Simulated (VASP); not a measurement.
# InP2 (R-3m) in VASP: notebook, part 2 of 2

VASP 6.6.1. Earlier steps stand in the parts before.

## Step 4: Relaxation of cell and atoms, PBE

File INCAR:

```
ALGO     = Normal         # electronic algorithm
EDIFF    = 1E-6           # SCF threshold, eV
EDIFFG   = -0.04          # ionic threshold
ENCUT    = 600            # plane-wave cutoff, eV
GGA      = PE             # functional
IBRION   = 2              # ionic algorithm
ISIF     = 3              # what is computed and relaxed
ISMEAR   = 0              # smearing method
LASPH    = T              # aspherical terms in the spheres
LCHARG   = F              # write CHGCAR
LREAL    = F              # projectors in reciprocal space
LWAVE    = F              # write WAVECAR
NELM     = 60             # most SCF steps
NSW      = 90             # ionic steps
PREC     = Accurate       # precision mode
SIGMA    = 0.1            # smearing width, eV
```

File KPOINTS:

```
k-points
0
Gamma
  6 6 6
```

File POSCAR:

```
InP2
1.0
    1.8721944200      1.0809119500      4.8013648800
   -1.8721944200      1.0809119500      4.8013648800
    0.0000000000     -2.1618239000      4.8013648800
In P
1 2
Direct
    0.0000000000      0.0000000000      0.0000000000
    0.4160641100      0.4160641100      0.4160641100
    0.5839358900      0.5839358900      0.5839358900
```

Potentials or basis: VASP PAW PBE potentials, release 64 (In_d, P).

Run with:

```sh
> cat potpaw_PBE.64/In_d/POTCAR potpaw_PBE.64/P/POTCAR > POTCAR
> mpirun -np 1 vasp_std > vasp.out
```

OUTCAR:

```text
EDIFF = 1E-6
   EDIFFG = -0.04
   ENCUT = 600
   GGA = PE
   IBRION = 2
   ISIF = 3
   ISMEAR = 0
   LASPH = T
   LREAL = F
   NELM = 60
   NSW = 90
   PREC = Accurate

 ion  position               nearest neighbor table
   1  0.000  0.000  0.000-   3 2.47   2 2.47   3 2.47   3 2.47   2 2.47   2 2.47
   2  0.416  0.416  0.416-   3 2.42   1 2.47   1 2.47   1 2.47
   3  0.584  0.584  0.584-   2 2.42   1 2.47   1 2.47   1 2.47

  LATTYP: Found a trigonal (rhomboedric) cell.
 ALAT       =     5.2656041724
 COS(alpha) =     0.7471660037

  Lattice vectors:

 A1 = (   1.8721944200,   1.0809119500,   4.8013648800)
 A2 = (  -1.8721944200,   1.0809119500,   4.8013648800)
 A3 = (   0.0000000000,  -2.1618239000,   4.8013648800)

Analysis of symmetry for initial positions (statically):
=====================================================================
 Subroutine PRICEL returns:
 Original cell was already a primitive cell.

 Routine SETGRP: Setting up the symmetry group for a
 trigonal (rhombohedral) supercell.

 Subroutine GETGRP returns: Found 12 space group operations
 (whereof 12 operations were pure point group operations)
 out of a pool of 12 trial point group operations.

The static configuration has the point symmetry D_3d.
[... 132 lines left out ...]
   IALGO  =     38    algorithm
   IMIX   =      4    mixing-type and parameters
     AMIX     =   0.40;   BMIX     =  1.00
     AMIX_MAG =   1.60;   BMIX_MAG =  1.00
  volume/ion in A,a.u.               =      19.43       131.14
  Fermi-wavevector in a.u.,A,eV,Ry     =   1.200692  2.268979 19.615000  1.441662
  Thomas-Fermi vector in A             =   2.336521
   LORBIT       =      0    0 simple, 1 ext, 2 COOP (PROOUT), +10 PAW based schemes
   GGA     = PE    functional components
   LHFCALC =     F    Hartree Fock is set to
   AEXX    =    0.0000 exact exchange contribution
   IVDW    =     0    specifies the selected vdW correction
   LEPSILON=     F    determine dielectric tensor
   LRPA    =     F    only Hartree local field effects (RPA)
 conjugate gradient relaxation of ions
 non-spin polarized calculation
 Gauss-broadening in eV      SIGMA  =   0.10
  energy-cutoff  :      600.00
  volume of cell :       58.30
 maximum number of plane-waves:      1968
   NGX = 21   NGY = 21   NGZ = 21

--------------------------------------- Ionic step        1  -------------------------------------------

 number of electron      22.9999998 magnetization

 Free energy of the ion-electron system (eV)
  ---------------------------------------------------
  ext. energy  EPLUGINS =         0.00000000
  ---------------------------------------------------
  free energy    TOTEN  =       -11.52570990 eV

  energy without entropy =      -11.51291819  energy(sigma->0) =      -11.51931404

 E-fermi :   7.4164     XC(G=0): -10.3057

 val. band max:        7.4107534980   @ k =   0.3333   0.1667   0.0000
 cond. band min:       7.5359989830   @ k =  -0.3333   0.5000   0.1667
 fundamental gap:      0.1252454851
 Fermi energy:         7.4163740494
[... 1094 lines left out ...]
--------------------------------------- Ionic step        7  -------------------------------------------

 number of electron      23.0000000 magnetization

 Free energy of the ion-electron system (eV)
  ---------------------------------------------------
  ext. energy  EPLUGINS =         0.00000000
  ---------------------------------------------------
  free energy    TOTEN  =       -13.15574188 eV

  energy without entropy =      -13.14660462  energy(sigma->0) =      -13.15117325

 E-fermi :   5.5651     XC(G=0):  -9.4403

 val. band max:        5.5593426261   @ k =  -0.1667   0.1667   0.1667
 cond. band min:       5.6146804789   @ k =   0.3333   0.1667   0.0000
 fundamental gap:      0.0553378527
 Fermi energy:         5.5651249484
[... 462 lines left out ...]
  FREE ENERGIE OF THE ION-ELECTRON SYSTEM (eV)
  ---------------------------------------------------
  free  energy   TOTEN  =       -13.1557418779 eV

  energy  without entropy=      -13.1466046244  energy(sigma->0) =      -13.15117325

 reached required accuracy - stopping structural energy minimisation
```

OSZICAR:

```text
N       E                     dE             d eps       ncg     rms          rms(c)
DAV:   1     0.167042924306E+03    0.16704E+03   -0.11617E+04   960   0.185E+03
[... 66 lines left out ...]
DAV:   1    -0.132098495830E+02   -0.59913E-01   -0.15461E+00  1212   0.223E+01    0.154E+00
DAV:   2    -0.131644020616E+02    0.45448E-01   -0.11479E-01  1261   0.749E+00    0.553E-01
DAV:   3    -0.131559153175E+02    0.84867E-02   -0.28481E-02  1254   0.320E+00    0.267E-01
DAV:   4    -0.131558128262E+02    0.10249E-03   -0.15708E-03  1051   0.380E-01    0.147E-01
DAV:   5    -0.131557368454E+02    0.75981E-04   -0.16150E-04  1595   0.198E-01    0.812E-02
DAV:   6    -0.131557426448E+02   -0.57995E-05   -0.37074E-05  1419   0.827E-02    0.179E-02
DAV:   7    -0.131557418779E+02    0.76694E-06   -0.23759E-06   868   0.185E-02
   7 F= -.13155742E+02 E0= -.13151173E+02  d E =-.580506E-02
```

CONTCAR:

```text
InP2
   1.00000000000000
     2.0584321278636404    1.1884363400816533    4.7956266991078058
    -2.0584321278636404    1.1884363400816533    4.7956266991078058
    -0.0000000000000000   -2.3768726801633067    4.7956266991078058
  In              P
     1     2
Direct
     0.0000000000000000    0.0000000000000000    0.0000000000000000
     0.4275987836472476    0.4275987836472476    0.4275987836472476
     0.5724012163527522    0.5724012163527522    0.5724012163527522

  0.00000000E+00  0.00000000E+00  0.00000000E+00
  0.00000000E+00  0.00000000E+00  0.00000000E+00
  0.00000000E+00  0.00000000E+00  0.00000000E+00
```

Run time: 4 min. Hardware: 1 thread of AMD EPYC 7R43 (Zen 3), shared host; peak memory 0.26 GiB.

Results:

```yaml
Free_energy: -13.1557 eV
Relaxed_volume: 23.46 Å³/atom
Relaxed_cell: a = 5.352 Å, b = 5.352 Å, c = 5.352 Å, α = 45.24°, β = 45.24°, γ = 45.24°
Space_group_after_relaxing_to_0.05_Å: R-3m (No. 166)
Energy_gained_by_relaxing: 543.3 meV/atom
Ionic_steps: 7
Pressure_after_relaxing: -0.2 GPa
Largest_force_after_relaxing: 0.003 eV/Å
```

Forces on the atoms (eV/Å):
```
In   0.000  0.000  0.000
P    0.000  0.000  0.003
P    0.000  0.000 -0.003
```

Step by step:
| step | energy change (eV) | largest force (eV/Å) | pressure (GPa) | volume (Å³) |
| --- | --- | --- | --- | --- |
| 1 | 0.0000 | 4.5114 | 20.54 | 58.30 |
| 2 | -1.3809 | 0.6792 | -4.45 | 81.59 |
| 3 | -1.5656 | 0.8667 | -3.32 | 73.62 |
| 4 | -1.5351 | 1.9407 | 2.80 | 69.62 |
| 5 | -1.6242 | 0.1287 | -0.99 | 71.68 |
| 6 | -1.6242 | 0.1543 | -0.95 | 71.64 |
| 7 | -1.6300 | 0.0033 | -0.16 | 70.39 |

Final structure:
```cif
data_structure
_symmetry_space_group_name_H-M 'P 1'
_symmetry_Int_Tables_number 1
_cell_length_a 5.3523
_cell_length_b 5.3523
_cell_length_c 5.3523
_cell_angle_alpha 45.236
_cell_angle_beta 45.236
_cell_angle_gamma 45.236
_cell_volume 70.39
loop_
_atom_site_label
_atom_site_type_symbol
_atom_site_fract_x
_atom_site_fract_y
_atom_site_fract_z
_atom_site_occupancy
In1 In 0.00000 0.00000 0.00000 1
P1 P 0.42760 0.42760 0.42760 1
P2 P 0.57240 0.57240 0.57240 1
```

Levels at points of the mesh, in eV from the Fermi level:
```
           k point  band 7  band 8  band 9  band 10  band 11  band 12  band 13  band 14  band 15
(0.00, 0.00, 0.00)   -7.99   -6.62   -1.96    -1.96     0.59     0.59     1.68     2.92     4.03
(0.50, 0.00, 0.00)   -8.21   -5.57   -5.03    -1.82    -1.79    -1.55     0.38     3.32     3.46
(0.50, 0.50, 0.00)   -8.96   -5.99   -4.44    -3.32    -1.95     1.32     2.06     2.37     4.39
(0.50, 0.50, 0.50)  -10.76   -2.49   -1.77    -1.77     0.11     0.11     0.33     1.52     4.05
```

Caveat: the volume moved by over 15 % at a fixed basis, so the end points are rough; spin-orbit coupling is left out, which moves the levels of the heavy elements.

## Step 5: Summary

```tsv
task	cell	cutoff (eV)	gap on the mesh (eV)	pressure (GPa)	largest force (eV/Å)
single point	a = 5.266 Å, angles 41.7°, 3 atoms	520	none	20.5	4.51
single point	a = 5.359 Å, angles 45.0°, 3 atoms	520	none	0.0	0.05
relaxation of cell and atoms	relaxed from a = 5.266 Å, angles 41.7°, 3 atoms	600	none	-0.2	-
```

Alike in all rows: level PBE; potentials or basis VASP PAW PBE potentials, release 64 (In_d, P); no spin polarisation; k mesh 6 × 6 × 6; smearing gaussian 0.1 eV.

Caveats: spin-orbit coupling is left out, which moves the levels of the heavy elements; forces of over 1 eV/Å act on the atoms, so gaps and moduli don't describe the material at rest (some runs); the volume moved by over 15 % at a fixed basis, so the end points are rough (some runs).

Total energies depend on the potentials used, so only differences within one code and one set of settings carry meaning.
